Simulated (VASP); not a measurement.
Tl:

```
Tl
1.0
     0.00000    3.33500    3.33500
     3.33500    0.00000    3.33500
     3.33500    3.33500    0.00000
Tl
2
Direct
  0.00000 0.00000 0.00000
  0.25000 0.25000 0.25000
```

This isn't the form of Tl at room conditions, which is hcp.

| Property | Result |
| --- | --- |
| Program | VASP 6.6.1 |
| Task | relaxation of cell and atoms |
| Functional | PBEsol |
| Potentials or basis | VASP PAW PBE potentials, release 64 (Tl_d) |
| Cutoff | 600 eV |
| k mesh | 7 × 7 × 7 |
| Occupations | fermi-dirac, width 0.05 eV |
| Spin | no spin polarisation |

At the start: pressure 2.4 GPa; volume 37.09 Å³/atom.

**Question.** How do energy, volume and symmetry change on relaxing?

**Answer.** Over 3 steps the energy falls by 24.8 meV/atom and the volume is 40.72 Å³/atom (+9.8 %); space group Fd-3m (No. 227, to 0.1 Å) before and after.

Step by step:
| step | energy change (eV) | largest force (eV/Å) | pressure (GPa) | volume (Å³) |
| --- | --- | --- | --- | --- |
| 1 | 0.0000 | 0.0000 | 2.41 | 74.19 |
| 2 | -0.0487 | 0.0000 | 0.27 | 80.35 |
| 3 | -0.0495 | 0.0000 | -0.01 | 81.44 |

Final structure:
```yaml
crystal:
  lattice:
    - [0.00000, 3.44029, 3.44029]
    - [3.44029, 0.00000, 3.44029]
    - [3.44029, 3.44029, 0.00000]
  atoms:
    - { symbol: Tl, position: [0.00000, 0.00000, 0.00000] }
    - { symbol: Tl, position: [0.25000, 0.25000, 0.25000] }
```

Caveat: the PAW data sets were made with another functional, which shifts forces and pressure a little.
